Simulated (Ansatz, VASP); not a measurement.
## GaP: VASP beside Ansatz

INCAR

```
  PREC = Accurate
  ENCUT = 520
  EDIFF = 1E-6
  ISMEAR = -1
  SIGMA = 0.05
  LREAL = F
  LASPH = T
  NELM = 80
  ALGO = Normal
  ISIF = 2
  LWAVE = F
  LCHARG = T
  GGA = PE
  LELF = T
  LVHAR = T
  NBANDS = 16
```

KPOINTS

```
Automatic mesh
0
Gamma
  10 10 10
```

POSCAR

```
GaP
1.0
    0.0000000000      2.6700902952      2.6700902952
    2.6700902952      0.0000000000      2.6700902952
    2.6700902952      2.6700902952      0.0000000000
Ga P
1 1
Direct
    0.0000000000      0.0000000000      0.0000000000
    0.7500000000      0.7500000000      0.7500000000
```

Input for Ansatz:

```yaml
crystal:
  lattice:
    - [0.0, 2.6700902952, 2.6700902952]
    - [2.6700902952, 0.0, 2.6700902952]
    - [2.6700902952, 2.6700902952, 0.0]
  atoms:
    - { symbol: Ga, position: [0.0, 0.0, 0.0] }
    - { symbol: P, position: [0.75, 0.75, 0.75] }
kpoints:
  mp_grid: { grid: [10, 10, 10] }
scf:
  occupations: { method: fermi_dirac, width: 0.05 }
hamiltonian:
  xc: pbe
  pseudopotentials: { kind: all_electron, lapw: { basis_error: 0.0005 } }
output:
  forces: true
  stress: true
  eigenvalues: true
```

Change from the starting cell: volume scaled by 0.9405.

Alike in both runs: task single point; functional PBE; k mesh 10 × 10 × 10; occupations fermi-dirac, width 0.05 eV; no spin polarisation.

|  | VASP | Ansatz |
| --- | --- | --- |
| version | VASP 6.6.1 | Ansatz 0.2.0 |
| potentials or method | VASP PAW PBE potentials, release 64 (Ga_d, P), cutoff 520 eV | all-electron LAPW, scalar-relativistic |

Ansatz gave:

| Item | Value |
| --- | --- |
| pressure (GPa) | 8.6 |

Estimate VASP's values.

pressure (GPa): 8.5.

Ansatz ran all-electron here, and VASP with PAW potentials.
